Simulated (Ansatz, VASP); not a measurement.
Al in VASP and in Ansatz

```
Al
1.0
     0.00000    1.99362    1.96326
     1.99362    0.00000    1.96326
     1.99362    1.99362    0.00000
Al
1
Cartesian
  0.0000 0.0000 0.0000
```

Change from the starting cell: strain -0.015 along x and y, -0.030 along z, atoms carried along.

Alike in both runs: task single point; functional PBEsol; dispersion D3(BJ); k mesh 20 × 20 × 20; occupations gaussian, width 0.15 eV; no spin polarisation.

```csv
,VASP,Ansatz
version,VASP 6.6.1,Ansatz 0.2.0
potentials or method,"VASP PAW PBE potentials, release 64 (Al), cutoff 520 eV","scalar-relativistic, plane waves, PAW"
valence electrons in the cell,3,3
```

```csv
,VASP,Ansatz,Ansatz less VASP
gap on the k mesh at the Fermi level (eV),none,none,-
pressure (GPa),-0.2,-0.3,-0.08
"traceless stress, the component that is largest in VASP (GPa)",0.33,0.32,-0.007
```

VASP's potentials were made for PBE, not for PBEsol. A gap of «none» marks a metal or a gap that the smearing closes.
